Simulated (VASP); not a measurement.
# CdTe (Fm-3m) in VASP: single point with r2SCAN

Aim: the single point of CdTe with r2SCAN.

All numbers are computed with VASP 6.6.1; they aren't measurements. Logs are shortened: lines on timing, memory, paths and dates and some standing lists are left out, and cuts for length are marked.

### 1 The cell of the first run

The structure is cubic, space group Fm-3m (No. 225). The conventional cell has a = 6.240 Å, b = 6.240 Å, c = 6.240 Å, α = 90.00°, β = 90.00°, γ = 90.00°. Te (site symmetry m-3m) has 6 Cd at 3.12 Å within 4.1 Å. Within 4.1 Å of Cd (site symmetry m-3m) lie 6 Te at 3.12 Å.

### 2 Single point, r2SCAN

Input file POSCAR:

```
CdTe
1.0
    0.0000000000      3.1197940000      3.1197940000
    3.1197940000      0.0000000000      3.1197940000
    3.1197940000      3.1197940000      0.0000000000
Te Cd
1 1
Direct
    0.5000000000      0.5000000000      0.5000000000
    0.0000000000      0.0000000000      0.0000000000
```

Input file INCAR.step1:

```
SYSTEM = CdTe
PREC = Accurate
ENCUT = 550
ISMEAR = -1
SIGMA = 0.1
LREAL = .False.
LASPH = .True.
NELM = 120
NBANDS = 16
GGA = PE
ALGO = Normal
EDIFF = 1E-5
LWAVE = .True.
LCHARG = .False.
GGA_COMPAT = .False.
```

Input file INCAR.step2:

```
SYSTEM = CdTe
PREC = Accurate
ENCUT = 550
EDIFF = 1E-6
ISMEAR = -1
SIGMA = 0.1
LREAL = .False.
LASPH = .True.
NELM = 120
ALGO = Normal
ISIF = 2
LWAVE = .False.
LCHARG = .False.
METAGGA = R2SCAN
LMIXTAU = .True.
NBANDS = 16
ISTART = 1
GGA_COMPAT = .False.
```

Input file KPOINTS:

```
Automatic mesh
0
Gamma
  9 9 9
  0 0 0
```

Potentials or basis: VASP PAW PBE potentials, release 64 (Te, Cd).

Launch:

```console
$ cat potpaw_PBE.64/Te/POTCAR potpaw_PBE.64/Cd/POTCAR > POTCAR
$ cp INCAR.step1 INCAR
$ mpirun -np 1 vasp_std > vasp.out
$ cp INCAR.step2 INCAR
$ mpirun -np 1 vasp_std > vasp.out
```

OUTCAR:

```text
SYSTEM = CdTe
   PREC = Accurate
   ENCUT = 550
   EDIFF = 1E-6
   ISMEAR = -1
   LREAL = .False.
   LASPH = .True.
   NELM = 120
   ISIF = 2
   METAGGA = R2SCAN
   ISTART = 1

 ion  position               nearest neighbor table
   1  0.500  0.500  0.500-   2 3.12   2 3.12   2 3.12   2 3.12   2 3.12   2 3.12
   2  0.000  0.000  0.000-   1 3.12   1 3.12   1 3.12   1 3.12   1 3.12   1 3.12

  LATTYP: Found a face centered cubic cell.
 ALAT       =     6.2395880000

  Lattice vectors:

 A1 = (   0.0000000000,   3.1197940000,   3.1197940000)
 A2 = (   3.1197940000,   0.0000000000,   3.1197940000)
 A3 = (   3.1197940000,   3.1197940000,   0.0000000000)

Analysis of symmetry for initial positions (statically):
=====================================================================
 Subroutine PRICEL returns:
 Original cell was already a primitive cell.

 Routine SETGRP: Setting up the symmetry group for a
 face centered cubic supercell.

 Subroutine GETGRP returns: Found 48 space group operations
 (whereof 48 operations were pure point group operations)
 out of a pool of 48 trial point group operations.

The static configuration has the point symmetry O_h .

Analysis of symmetry for dynamics (positions and initial velocities):
=====================================================================
 Subroutine PRICEL returns:
 Original cell was already a primitive cell.

 Routine SETGRP: Setting up the symmetry group for a
 face centered cubic supercell.

 Subroutine GETGRP returns: Found 48 space group operations
 (whereof 48 operations were pure point group operations)
 out of a pool of 48 trial point group operations.

The dynamic configuration has the point symmetry O_h .

 Subroutine INISYM returns: Found 48 space group operations
 (whereof 48 operations are pure point group operations),
 and found     1 'primitive' translations

----------------------------------------------------------------------------------------

                                     Primitive cell

  volume of cell :      60.7306

  direct lattice vectors                    reciprocal lattice vectors
     0.000000000  3.119794000  3.119794000    -0.160266992  0.160266992  0.160266992
     3.119794000  0.000000000  3.119794000     0.160266992 -0.160266992  0.160266992
[... 82 lines left out ...]
   LASPH  =      T    aspherical Exc in radial PAW
   ENCUT  =  550.0 eV  40.42 Ry    6.36 a.u.   8.44  8.44  8.44*2*pi/ulx,y,z
   NELM   =    120;   NELMIN=  2; NELMDL=  0     # of ELM steps
   EDIFF  = 0.1E-05   stopping-criterion for ELM
   LREAL  =      F    real-space projection
   EDIFFG = 0.1E-04   stopping-criterion for IOM
   NSW    =      0    number of steps for IOM
   IBRION =     -1    ionic relax: 0-MD 1-quasi-New 2-CG
   NFREE  =      0    steps in history (QN), initial steepest desc. (CG)
   ISIF   =      2    stress and relaxation
   ISYM   =      2    0-nonsym 1-usesym 2-fastsym
   POTIM  = 0.5000    time-step for ionic-motion
   TEBEG  =    0.0;   TEEND  =   0.0 temperature during run
   PSTRESS=    0.0 pullay stress
   NELECT =      18.0000    total number of electrons
   NUPDOWN=      -1.0000    fix difference up-down
   EMIN   =  10.00;   EMAX   =-10.00  energy-range for DOS
   EFERMI =   0.00;   METHOD = LEGACY
   ISMEAR =    -1;   SIGMA  =   0.10  broadening in eV -4-tet -1-fermi 0-gaus
   EFERMI_NEDOS =   21; number of points for ismear=-14 and -15
   IALGO  =     38    algorithm
   IMIX   =      4    mixing-type and parameters
     AMIX     =   0.40;   BMIX     =  1.00
     AMIX_MAG =   1.60;   BMIX_MAG =  1.00
  volume/ion in A,a.u.               =      30.37       204.92
  Fermi-wavevector in a.u.,A,eV,Ry     =   1.091515  2.062664 16.210052  1.191405
  Thomas-Fermi vector in A             =   2.227762
   LORBIT       =      0    0 simple, 1 ext, 2 COOP (PROOUT), +10 PAW based schemes
   METAGGA = R2SCAN    functional components
   LHFCALC =     F    Hartree Fock is set to
   AEXX    =    0.0000 exact exchange contribution
   IVDW    =     0    specifies the selected vdW correction
   LEPSILON=     F    determine dielectric tensor
   LRPA    =     F    only Hartree local field effects (RPA)
 non-spin polarized calculation
  energy-cutoff  :      550.00
  volume of cell :       60.73
 maximum number of plane-waves:      1807
 NGX is ok and might be reduce to    36
   NGX = 17   NGY = 17   NGZ = 17

 number of electron      18.0000002 magnetization

 Free energy of the ion-electron system (eV)
  ---------------------------------------------------
  ext. energy  EPLUGINS =         0.00000000
  ---------------------------------------------------
  free energy    TOTEN  =       -46.26936203 eV

  energy without entropy =      -46.24778362  energy(sigma->0) =      -46.25857282

 E-fermi :   3.1908     XC(G=0):  -9.8837

 val. band max:        3.1141445470   @ k =  -0.2222   0.1111   0.0000
 cond. band min:       3.3250397904   @ k =   0.4444   0.3333   0.0000
 fundamental gap:      0.2108952434
 Fermi energy:         3.1908267219

 k-point     1 :       0.0000    0.0000    0.0000
  band No.  band energies     occupation
      1      -8.4459      2.00000
      2      -5.4265      2.00000
      3      -5.4265      2.00000
      4      -5.3905      2.00000
      5      -5.3905      2.00000
      6      -5.3905      2.00000
[... 433 lines left out ...]
      3      -5.3877      2.00000
      4      -5.2988      2.00000
      5      -5.2988      2.00000
      6      -4.7609      2.00000
[... 8 lines left out ...]
     15      15.3296      0.00000
     16      16.5287      0.00000

 [... further k-points ...]

------------------------ aborting loop because EDIFF is reached ----------------------------------------

  FORCE on cell =-STRESS in cart. coord.  units (eV):
  Direction    XX          YY          ZZ          XY          YZ          ZX
  --------------------------------------------------------------------------------------
  -------------------------------------------------------------------------------------
  Total       -1.2318562     -1.2318562     -1.2318562      0.0000000      0.0000000     -0.0000000
  in kB      -32.4984648    -32.4984648    -32.4984648      0.0000000      0.0000000     -0.0000000
  external PRESSURE =     -32.4984648 kB  Pullay stress =       0.0000000 kB

 VOLUME and BASIS-vectors are now :
 -----------------------------------------------------------------------------
  energy-cutoff  :      550.00
  volume of cell :       60.73
      direct lattice vectors                 reciprocal lattice vectors
     0.000000000  3.119794000  3.119794000    -0.160266992  0.160266992  0.160266992
     3.119794000  0.000000000  3.119794000     0.160266992 -0.160266992  0.160266992
     3.119794000  3.119794000  0.000000000     0.160266992  0.160266992 -0.160266992

 POSITION                                       TOTAL-FORCE (eV/Angst)
 -----------------------------------------------------------------------------------
      3.11979      3.11979      3.11979         0.000000      0.000000     -0.000000
      0.00000      0.00000      0.00000         0.000000      0.000000      0.000000
 -----------------------------------------------------------------------------------
    total drift:                               -0.000000      0.000000      0.000000

  FREE ENERGIE OF THE ION-ELECTRON SYSTEM (eV)
  ---------------------------------------------------
  free  energy   TOTEN  =       -46.2693620272 eV

  energy  without entropy=      -46.2477836187  energy(sigma->0) =      -46.25857282
```

OUTCAR.step1:

```text
SYSTEM = CdTe
   PREC = Accurate
   ENCUT = 550
   ISMEAR = -1
   LREAL = .False.
   LASPH = .True.
[... 677 lines left out ...]
      3.11979      3.11979      3.11979         0.000000      0.000000      0.000000
      0.00000      0.00000      0.00000         0.000000      0.000000      0.000000
 -----------------------------------------------------------------------------------
    total drift:                               -0.000000      0.000000      0.000000

  FREE ENERGIE OF THE ION-ELECTRON SYSTEM (eV)
  ---------------------------------------------------
  free  energy   TOTEN  =        -4.4448482378 eV

  energy  without entropy=       -4.4148698578  energy(sigma->0) =       -4.42985905
```

Wall time 3.8 min (1 thread of Intel Xeon 8259CL, shared host); peak memory 0.23 GiB.

Results:

```
Free energy            : -46.2694 eV
Pressure               : -3.2 GPa
Band gap on the k mesh : zero (bands 9 and 10 overlap by 0.79 eV)
```

Caveat: the cell stands under tension; semilocal functionals underestimate gaps, and a narrow one can read as zero; the PAW data sets were made with another functional, which shifts forces and pressure a little; spin-orbit coupling is left out, which moves the levels of the heavy elements.

The gap in the log of VASP goes by the Fermi energy; the results here count the filled bands.